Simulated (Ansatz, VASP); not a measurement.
# One calculation of Ir, two programs

The input INCAR:

```
PREC = Accurate ; ENCUT = 520
EDIFF = 1E-6 ; ISMEAR = -1
SIGMA = 0.1 ; LREAL = F
LASPH = T ; NELM = 60
ALGO = Normal ; ISIF = 2
LWAVE = F ; LCHARG = F
GGA = CA ; NBANDS = 16
```

The input KPOINTS:

```
regular mesh
0
Gamma
  13 13 13
```

Contents of POSCAR:

```
Ir
1.0
    0.0000000000      2.4079917003      2.4079917003
    2.4079917003      0.0000000000      2.4079917003
    2.4079917003      2.4079917003      0.0000000000
Ir
2
Direct
   -0.1250000000     -0.1250000000     -0.1250000000
    0.1250000000      0.1250000000      0.1250000000
```

Input for Ansatz:

```yaml
crystal:
  lattice:
    - [0.0, 2.4079917003, 2.4079917003]
    - [2.4079917003, 0.0, 2.4079917003]
    - [2.4079917003, 2.4079917003, 0.0]
  atoms:
    - { symbol: Ir, position: [-0.125, -0.125, -0.125] }
    - { symbol: Ir, position: [0.125, 0.125, 0.125] }
kpoints:
  mp_grid: { grid: [13, 13, 13] }
scf:
  occupations: { method: fermi_dirac, width: 0.1 }
hamiltonian:
  xc: lda
  pseudopotentials: { kind: all_electron, lapw: { basis_error: 0.001 } }
output:
  forces: true
  stress: true
  eigenvalues: true
  populations: true
```

Change from the starting cell: volume scaled by 0.68, LAPW.

Alike in both runs: task single point; functional LDA; k mesh 13 × 13 × 13; occupations fermi-dirac, width 0.1 eV; no spin polarisation.

|  | VASP | Ansatz |
| --- | --- | --- |
| version | VASP 6.6.1 | Ansatz 0.2.0 |
| potentials or method | VASP PAW LDA potentials, release 64 (Ir), cutoff 520 eV | all-electron LAPW, scalar-relativistic |

```tsv
	VASP	Ansatz	Ansatz less VASP
pressure (GPa)	191.8	207.3	+15.44
```

LDA's correlation is that of Perdew and Zunger in VASP and of Perdew and Wang (1992) in Ansatz. Both programs put the cell under a high pressure, so it lies far from rest at this level. Ansatz ran all-electron here, and VASP with PAW potentials.

Neither program's run includes spin-orbit coupling. Noted on VASP's run: the cell as given lies far from equilibrium.
